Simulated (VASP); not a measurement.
Write the native input for VASP 6.6.1 that does the following.

* Task: single point
* Functional: r2SCAN
* Potentials or basis: VASP PAW PBE potentials, release 64 (O, Li_sv)
* Cutoff: 830 eV
* k mesh: 8 × 8 × 8
* Occupations: gaussian, width 0.01 eV
* Spin: no spin polarisation
* Dipole correction: no
* Further INCAR settings: ALGO = Normal; EDIFF = 1e-06; NBANDS = 13

The system is Li2O.

```
O Li
1.0
     0.00000    2.23969    2.23969
     2.23969    0.00000    2.23969
     2.23969    2.23969    0.00000
O Li
1 2
Direct
  0.00000 0.00000 0.00000
  0.25000 0.25000 0.25000
  0.75000 0.75000 0.75000
```

One way to write it, as run:

POSCAR

```
Li2O
1.0
    0.0000000000      2.2396947829      2.2396947829
    2.2396947829      0.0000000000      2.2396947829
    2.2396947829      2.2396947829      0.0000000000
O Li
1 2
Direct
    0.0000000000      0.0000000000      0.0000000000
    0.2500000000      0.2500000000      0.2500000000
    0.7500000000      0.7500000000      0.7500000000
```

INCAR.step1

```
SYSTEM = Li2O
  PREC = Accurate
  ENCUT = 830
  ISMEAR = 0
  SIGMA = 0.01
  LREAL = .FALSE.
  LASPH = .TRUE.
  NELM = 120
  NBANDS = 13
  GGA = PE
  ALGO = Normal
  EDIFF = 1E-5
  LWAVE = .TRUE.
  LCHARG = .FALSE.
  GGA_COMPAT = .FALSE.
```

INCAR.step2

```
SYSTEM = Li2O
  PREC = Accurate
  ENCUT = 830
  EDIFF = 1E-6
  ISMEAR = 0
  SIGMA = 0.01
  LREAL = .FALSE.
  LASPH = .TRUE.
  NELM = 120
  ALGO = Normal
  ISIF = 2
  LWAVE = .FALSE.
  LCHARG = .FALSE.
  METAGGA = R2SCAN
  LMIXTAU = .TRUE.
  NBANDS = 13
  ISTART = 1
  GGA_COMPAT = .FALSE.
```

KPOINTS

```
Automatic mesh
0
G
  8 8 8
  0 0 0
```

Potentials or basis: VASP PAW PBE potentials, release 64 (O, Li_sv).

The run is started by

```console
$ cat potpaw_PBE.64/O/POTCAR potpaw_PBE.64/Li_sv/POTCAR > POTCAR
$ cp INCAR.step1 INCAR
$ mpirun -np 1 vasp_std > vasp.out
$ cp INCAR.step2 INCAR
$ mpirun -np 1 vasp_std > vasp.out
```

It gave:

- Pressure: 6.9 GPa
- Band gap on the k mesh: 5.86 eV (least direct gap 6.90 eV)

Caveat: the cell stands under pressure; the PAW data sets were made with another functional, which shifts forces and pressure a little.

Wall time 81 s on 1 thread of Intel(R) Xeon(R) Platinum 8259CL CPU @ 2.50GHz (Skylake/Cascade Lake) (shared host), peak memory 0.17 GiB.
